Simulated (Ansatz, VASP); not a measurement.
# LiCl: VASP beside Ansatz

The input POSCAR:

```
LiCl
1.0
    0.0000000000      2.5647700000      2.5647700000
    2.5647700000      0.0000000000      2.5647700000
    2.5647700000      2.5647700000      0.0000000000
Cl Li
1 1
Direct
    0.5000000000      0.5000000000      0.5000000000
    0.0000000000      0.0000000000      0.0000000000
```

File INCAR.step1:

```
PREC = Accurate ; ENCUT = 520
EDIFF = 1E-5 ; ISMEAR = -1
SIGMA = 0.05 ; LREAL = False
LASPH = True ; NELM = 80
ALGO = Normal ; ISIF = 2
LWAVE = True ; NBANDS = 12
GGA = PE
```

INCAR.step2

```
PREC = Accurate ; ENCUT = 520
EDIFF = 1E-6 ; ISMEAR = -1
SIGMA = 0.05 ; LREAL = False
LASPH = True ; NELM = 80
ALGO = Normal ; ISIF = 2
LWAVE = False ; LCHARG = True
GGA = PE ; LHFCALC = True
AEXX = 0.3 ; HFSCREEN = 0.2
PRECFOCK = Normal ; LELF = True
LVHAR = True ; NBANDS = 12
ISTART = 1
```

Contents of KPOINTS:

```
Automatic mesh
0
Gamma
  5 5 5
```

Contents of input.yaml:

```yaml
crystal:
  lattice:
    - [0.0, 2.56477, 2.56477]
    - [2.56477, 0.0, 2.56477]
    - [2.56477, 2.56477, 0.0]
  atoms:
    - { symbol: Cl, position: [0.5, 0.5, 0.5] }
    - { symbol: Li, position: [0.0, 0.0, 0.0] }
hamiltonian:
  xc: { exchange: pbe, correlation: pbe, exx: { coeff: 0.3, omega: 0.2 } }
  pseudopotentials: { kind: paw }
kpoints:
  mp_grid: { grid: [5, 5, 5] }
scf:
  occupations: { method: fermi_dirac, width: 0.05 }
output:
  forces: true
  stress: true
  eigenvalues: true
```

Alike in both runs: task single point; functional PBE-based screened hybrid; k mesh 5 × 5 × 5; occupations fermi-dirac, width 0.05 eV; no spin polarisation.

|  | VASP | Ansatz |
| --- | --- | --- |
| version | VASP 6.6.1 | Ansatz 0.2.0 |
| potentials or method | VASP PAW PBE potentials, release 64 (Cl, Li_sv) | Ansatz PAW |
| plane-wave cutoff (eV) | 520 | 420 |
| valence electrons in the cell | 10 | 10 |

```csv
,VASP,Ansatz,Ansatz less VASP
gap on the k mesh at the Fermi level (eV),8.04,8.04,-0.004
least direct gap on the mesh (eV),8.04,8.04,-0.004
```

VASP's potentials were made for PBE, not for PBE-based screened hybrid.

The k mesh is coarse, so the values compare programs but aren't converged. Noted on VASP's run: the cutoff is short for stress, so the pressure is rough. Noted on Ansatz's run: odd divisions of the mesh miss points on the zone boundary, where band edges often lie, so the gap on the mesh can be too wide.
